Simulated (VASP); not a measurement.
Write the native input for VASP 6.6.1 that does the following.

* Task: single point
* Functional: r2SCAN
* Potentials or basis: VASP PAW PBE potentials, release 64 (Re)
* Cutoff: 520 eV
* k mesh: 6 × 6 × 4
* Occupations: fermi-dirac, width 0.1 eV
* Spin: no spin polarisation
* Dipole correction: no
* Further INCAR settings: ALGO = Normal; EDIFF = 1e-06; NBANDS = 14

The system is Re.

```
CELL_PARAMETERS angstrom
2.75983 0.00000 0.00000
-1.37991 2.39008 0.00000
0.00000 0.00000 4.45723
ATOMIC_POSITIONS crystal
Re 0.33333 0.66667 0.25000
Re 0.66667 0.33333 0.75000
```

One way to write it, as run:

POSCAR

```
Re
1.0
    2.7598270443      0.0000000000      0.0000000000
   -1.3799135221      2.3900803304      0.0000000000
    0.0000000000      0.0000000000      4.4572270891
Re
2
Direct
    0.3333333333      0.6666666667      0.2500000000
    0.6666666667      0.3333333333      0.7500000000
```

INCAR.step1

```
SYSTEM = Re
PREC     = Accurate       ! precision mode
ENCUT    = 520            ! plane-wave cutoff, eV
ISMEAR   = -1             ! smearing method
SIGMA    = 0.1            ! smearing width, eV
LREAL    = .False.        ! projectors in reciprocal space
LASPH    = .True.         ! aspherical terms in the spheres
NELM     = 100            ! most SCF steps
NBANDS   = 14             ! bands
GGA      = PE             ! functional
ALGO     = Normal         ! electronic algorithm
EDIFF    = 1E-4           ! SCF threshold, eV
LWAVE    = .True.         ! write WAVECAR
LCHARG   = .False.        ! write CHGCAR
```

INCAR.step2

```
SYSTEM = Re
PREC     = Accurate       ! precision mode
ENCUT    = 520            ! plane-wave cutoff, eV
EDIFF    = 1E-6           ! SCF threshold, eV
ISMEAR   = -1             ! smearing method
SIGMA    = 0.1            ! smearing width, eV
LREAL    = .False.        ! projectors in reciprocal space
LASPH    = .True.         ! aspherical terms in the spheres
NELM     = 100            ! most SCF steps
ALGO     = Normal         ! electronic algorithm
ISIF     = 2              ! what is computed and relaxed
LWAVE    = .False.        ! write WAVECAR
LCHARG   = .False.        ! write CHGCAR
METAGGA  = R2SCAN         ! meta-GGA
LMIXTAU  = .True.       
NBANDS   = 14             ! bands
ISTART   = 1
```

KPOINTS

```
regular mesh
0
Gamma
  6 6 4
  0 0 0
```

Potentials or basis: VASP PAW PBE potentials, release 64 (Re).

Command:

```console
$ cat potpaw_PBE.64/Re/POTCAR > POTCAR
$ cp INCAR.step1 INCAR
$ mpirun -np 1 vasp_std > vasp.out
$ cp INCAR.step2 INCAR
$ mpirun -np 1 vasp_std > vasp.out
```

It gave:

The pressure is 0.4 GPa and the band gap on the k mesh is zero (band 7 reaches 8.76 eV, above the bottom of band 8 at 5.94 eV).

Caveat: the k points lie up to 0.44 Å⁻¹ apart; the PAW data sets were made with another functional, which shifts forces and pressure a little; spin-orbit coupling is left out, which moves the levels of the heavy elements.

It took 38 s on 1 thread of Intel(R) Xeon(R) Platinum 8259CL CPU @ 2.50GHz (Skylake/Cascade Lake), with other jobs on the host, peak memory 0.16 GiB.
